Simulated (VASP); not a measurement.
InP: single point with PBE

The system is InP, a wire with vacuum.

```xyz
16
Lattice="17.3000 0.0000 0.0000 0.0000 14.8000 0.0000 0.0000 0.0000 5.3023" Properties=species:S:1:pos:R:3 pbc="T T T"
In    3.4778    7.4000    0.0000
In   11.1139    7.4000    0.0000
In    9.8177    5.1534    2.6512
In    9.8177    9.6466    2.6512
In    6.1861    7.4000    2.6512
In   13.8222    7.4000    2.6512
In    7.4823    5.1534    0.0000
In    7.4823    9.6466    0.0000
P     6.1102    7.4000    0.0000
P    13.6819    7.4000    0.0000
P     7.2260    4.9691    2.6512
P     7.2260    9.8309    2.6512
P     3.6181    7.4000    2.6512
P    11.1898    7.4000    2.6512
P    10.0740    4.9691    0.0000
P    10.0740    9.8309    0.0000
```

```
Program                : VASP 6.6.1
Task                   : single point
Functional             : PBE
Potentials or basis    : VASP PAW PBE potentials, release 64 (In_d, P)
Cutoff                 : 520 eV
k mesh                 : 1 × 1 × 10
Occupations            : gaussian, width 0.05 eV
Spin                   : no spin polarisation
Dipole correction      : no
Further INCAR settings : LREAL = Auto; ALGO = Normal; EDIFF = 1e-06; NBANDS = 86
```

```yaml
Largest_force: 0.019 eV/Å
Band_gap_on_the_k_mesh: zero (bands 72 and 73 overlap by 0.67 eV)
```

Forces on the atoms (eV/Å):
```
In  -0.003  0.000  0.000
In  -0.019  0.000  0.000
In  -0.006  0.010  0.000
In  -0.006 -0.010  0.000
In   0.019  0.000  0.000
In   0.003  0.000  0.000
In   0.006  0.010  0.000
In   0.006 -0.010  0.000
P    0.003  0.000  0.000
P    0.008  0.000  0.000
P   -0.004  0.009  0.000
P   -0.004 -0.009  0.000
P   -0.008  0.000  0.000
P   -0.003  0.000  0.000
P    0.004  0.009  0.000
P    0.004 -0.009  0.000
```

Levels at points of the mesh, in eV from the Fermi level:
| k point | band 68 | band 69 | band 70 | band 71 | band 72 | band 73 | band 74 | band 75 | band 76 | band 77 |
| --- | --- | --- | --- | --- | --- | --- | --- | --- | --- | --- |
| (0.00, 0.00, 0.00) | -1.74 | -1.17 | -0.93 | -0.80 | -0.80 | -0.55 | 0.21 | 0.51 | 0.56 | 0.94 |
| (0.00, 0.00, 0.50) | -0.75 | -0.13 | -0.13 | 0.12 | 0.12 | 1.61 | 1.61 | 1.89 | 1.89 | 2.50 |

Run time: 35 min on 1 thread of AMD EPYC 7R13 Processor (Zen 3), with other jobs on the host, peak memory 1.2 GiB.

Caveat: spin-orbit coupling is left out, which moves the levels of the heavy elements.
